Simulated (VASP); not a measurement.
## Al: single point with PBE

Crystal: Al.

```
Al
1.0
    -1.63902    1.63902    1.61751
     1.63902   -1.63902    1.61751
     3.27805    3.27805    0.00000
Al
2
Direct
  0.03908 0.96092 0.00000
  0.46092 0.53908 0.50000
```

This cell differs from its parent crystal: atoms displaced along a vibrational mode, the cell strained.

| Quantity | Value |
| --- | --- |
| Program | VASP 6.6.1 |
| Task | single point |
| Functional | PBE |
| Potentials or basis | VASP PAW PBE potentials, release 64 (Al) |
| Cutoff | 520 eV |
| k mesh | 20 × 20 × 12 |
| Occupations | gaussian, width 0.15 eV |
| Spin | no spin polarisation |
| Dipole correction | no |
| Further INCAR settings | ALGO = Fast; EDIFF = 1e-07; NBANDS = 10 |

```yaml
Pressure: -1.9 GPa
Largest_force: 0.139 eV/Å
Band_gap_on_the_k_mesh: zero (bands 3 and 4 overlap by 8.54 eV)
```

Forces on the atoms (eV/Å):
```
Al  -0.098  0.098  0.000
Al   0.098 -0.098  0.000
```

Stress tensor (GPa, compression positive):
```
-1.52 -0.55  0.00
-0.55 -1.52  0.00
 0.00  0.00 -2.64
```

Levels at points of the mesh, in eV from the Fermi level:
```tsv
k point	band 1	band 2	band 3	band 4	band 5	band 6	band 7
(0.00, 0.00, 0.00)	-10.75	-4.15	-3.86	7.99	8.34	9.73	10.94
(0.50, 0.00, 0.00)	-5.72	-5.45	0.47	1.06	1.13	1.27	7.02
(0.50, 0.50, 0.00)	-4.15	-3.89	1.77	1.85	2.05	2.85	3.13
(0.00, 0.00, 0.50)	-9.04	-9.04	4.05	4.05	9.33	9.33	9.99
(0.50, 0.00, 0.50)	-4.13	-4.13	-3.70	-3.70	7.83	7.83	8.16
(0.50, 0.50, 0.50)	-2.69	-2.69	-2.04	-2.04	3.57	3.57	5.55
```

Wall time 120 s on 1 thread of Intel(R) Xeon(R) Platinum 8488C (Sapphire Rapids), on a shared host, peak memory 0.32 GiB.

Caveat: the cell differs from its parent crystal (atoms displaced along a vibrational mode, the cell strained).
